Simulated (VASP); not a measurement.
# Ti3N3Cl in VASP: notebook, part 2 of 2

VASP 6.6.1. Earlier steps stand in the parts before.

## Step 4: Single point, PBE

File INCAR:

```
  PREC = Accurate
  ENCUT = 520
  EDIFF = 1E-6
  ISMEAR = 0
  SIGMA = 0.1
  LREAL = False
  LASPH = True
  NELM = 100
  ALGO = Normal
  ISIF = 2
  LWAVE = False
  LCHARG = False
  LDIPOL = True
  IDIPOL = 3
  DIPOL = 0.5 0.5 0.361
  GGA = PE
  NBANDS = 38
```

File KPOINTS:

```
Automatic mesh
0
Gamma
  9 9 1
```

File POSCAR:

```
Ti3N3Cl
1.0
    3.0028555067      0.0000000000      0.0000000000
   -1.5014277534      2.6005491527      0.0000000000
    0.0000000000      0.0000000000     21.5541471985
N Ti Cl
3 3 1
Direct
    0.3333333333      0.6666666666      0.1855791353
    0.0000000000      0.0000000000      0.2993308524
    0.6666666667      0.3333333334      0.4147299355
    0.6666666667      0.3333333334      0.2424549939
    0.3333333333      0.6666666666      0.3575097829
    0.0000000000      0.0000000000      0.4664599859
    0.3333333333      0.1666666666      0.5615955684
```

Potentials or basis: VASP PAW PBE potentials, release 64 (N, Ti_sv, Cl).

The run is started by

```
cat potpaw_PBE.64/N/POTCAR potpaw_PBE.64/Ti_sv/POTCAR potpaw_PBE.64/Cl/POTCAR > POTCAR
mpirun -np 1 vasp_std > vasp.out
```

OUTCAR:

```text
PREC = Accurate
   ENCUT = 520
   EDIFF = 1E-6
   ISMEAR = 0
   LREAL = False
   LASPH = True
   NELM = 100
   ISIF = 2
   GGA = PE

 ion  position               nearest neighbor table
   1  0.333  0.667  0.186-   4 2.12   4 2.12   4 2.12
   2  0.000  0.000  0.299-   4 2.12   4 2.12   4 2.12   5 2.14   5 2.14   5 2.14
   3  0.667  0.333  0.415-   6 2.06   6 2.06   6 2.06   5 2.13   5 2.13   5 2.13
   4  0.667  0.333  0.242-   2 2.12   2 2.12   2 2.12   1 2.12   1 2.12   1 2.12
   5  0.333  0.667  0.358-   3 2.13   3 2.13   3 2.13   2 2.14   2 2.14   2 2.14   6 2.92   6 2.92
                             6 2.92
   6  0.000  0.000  0.466-   3 2.06   3 2.06   3 2.06   7 2.23   5 2.92   5 2.92   5 2.92
   7  0.333  0.167  0.562-   6 2.23

  LATTYP: Found a hexagonal cell.
 ALAT       =     3.0028555067
 C/A-ratio  =     7.1778835680

  Lattice vectors:

 A1 = (   3.0028555067,   0.0000000000,   0.0000000000)
 A2 = (  -1.5014277534,   2.6005491527,   0.0000000000)
 A3 = (   0.0000000000,   0.0000000000,  21.5541471985)

Analysis of symmetry for initial positions (statically):
=====================================================================
 Subroutine PRICEL returns:
 Original cell was already a primitive cell.

[... 1171 lines left out ...]
     38       3.8614      0.00000

 [... further k-points ...]

------------------------ aborting loop because EDIFF is reached ----------------------------------------

 vacuum level on the upper side and lower side of the slab       (xc-potential included)        -1.789         1.317

  FORCE on cell =-STRESS in cart. coord.  units (eV):
  Direction    XX          YY          ZZ          XY          YZ          ZX
  --------------------------------------------------------------------------------------
  -------------------------------------------------------------------------------------
  Total        2.6369256      2.8896800     -3.4283901     -0.2188918      0.9377832      1.6242878
  in kB       25.1002535     27.5061619    -32.6340117     -2.0835779      8.9265302     15.4612007
  external PRESSURE =       6.6574679 kB  Pullay stress =       0.0000000 kB

 VOLUME and BASIS-vectors are now :
 -----------------------------------------------------------------------------
  energy-cutoff  :      520.00
  volume of cell :      168.32
      direct lattice vectors                 reciprocal lattice vectors
     3.002855507  0.000000000  0.000000000     0.333016357  0.192267083  0.000000000
    -1.501427753  2.600549153  0.000000000     0.000000000  0.384534166  0.000000000
     0.000000000  0.000000000 21.554147199     0.000000000  0.000000000  0.046394784

 POSITION                                       TOTAL-FORCE (eV/Angst)
 -----------------------------------------------------------------------------------
     -0.00000      1.73370      4.00000         0.006347      0.003664      4.228906
      0.00000      0.00000      6.45182        -0.002080     -0.001201      1.322563
      1.50143      0.86685      8.93915        -0.164052     -0.094715     -0.078853
      1.50143      0.86685      5.22591        -0.009957     -0.005749     -5.497396
     -0.00000      1.73370      7.70582        -0.007476     -0.004316     -0.156956
      0.00000      0.00000     10.05415        -0.508842     -0.293780      0.183431
      0.75071      0.43342     12.10471         0.686060      0.396097     -0.001694
 -----------------------------------------------------------------------------------
    total drift:                               -0.000036     -0.000020     -0.000722

  FREE ENERGIE OF THE ION-ELECTRON SYSTEM (eV)
  ---------------------------------------------------
  free  energy   TOTEN  =       -58.1915532163 eV

  energy  without entropy=      -58.1806295427  energy(sigma->0) =      -58.18609138

 vacuum level on the upper side and lower side of the slab         5.357         8.582
```

OSZICAR:

```text
N       E                     dE             d eps       ncg     rms          rms(c)
DAV:   1     0.777052696065E+03    0.77705E+03   -0.30048E+04  2052   0.157E+03
DAV:   2     0.546836409968E+02   -0.72237E+03   -0.69802E+03  2114   0.484E+02
DAV:   3    -0.631167755147E+02   -0.11780E+03   -0.11525E+03  2968   0.176E+02
[... 22 lines left out ...]
DAV:  26    -0.581915337551E+02   -0.34338E-04   -0.59765E-06  2018   0.163E-02    0.394E-03
DAV:  27    -0.581915421792E+02   -0.84241E-05   -0.16446E-06  1514   0.593E-03    0.228E-03
DAV:  28    -0.581915504579E+02   -0.82787E-05   -0.61924E-07  1416   0.399E-03    0.183E-03
DAV:  29    -0.581915528810E+02   -0.24232E-05   -0.36659E-07  1238   0.294E-03    0.120E-03
DAV:  30    -0.581915532163E+02   -0.33531E-06   -0.13785E-07  1220   0.224E-03
   1 F= -.58191553E+02 E0= -.58186091E+02  d E =-.109237E-01
```

stdout:

```text
POSCAR found type information on POSCAR N TiCl
 POSCAR found :  3 types and       7 ions
 scaLAPACK will be used
 LDA part: xc-table for (Slater+PW92), standard interpolation
 POSCAR, INCAR and KPOINTS ok, starting setup
 FFT: planning ... GRIDC
 FFT: planning ... GRID_SOFT
 FFT: planning ... GRID
 WAVECAR not read
 entering main loop
```

It took 7.2 min on 1 thread of Oxide Virtual Turin-like, shared host; peak memory 0.34 GiB.

What came out:

- Free energy: -58.1916 eV
- Largest force: 5.497 eV/Å
- Band gap on the k mesh: zero (band 29 reaches 0.57 eV, above the bottom of band 30 at 0.45 eV)

Forces in eV/Å, atoms in the order of the input:
```
N    0.006  0.004  4.229
N   -0.002 -0.001  1.323
N   -0.164 -0.095 -0.079
Ti  -0.010 -0.006 -5.497
Ti  -0.007 -0.004 -0.157
Ti  -0.509 -0.294  0.183
Cl   0.686  0.396 -0.002
```

Levels at points of the mesh, in eV from the Fermi level:
| k point | band 25 | band 26 | band 27 | band 28 | band 29 | band 30 | band 31 | band 32 | band 33 | band 34 |
| --- | --- | --- | --- | --- | --- | --- | --- | --- | --- | --- |
| (0.00, 0.00, 0.00) | -1.04 | -0.88 | -0.35 | -0.31 | 0.12 | 0.17 | 0.49 | 1.17 | 1.26 | 1.65 |
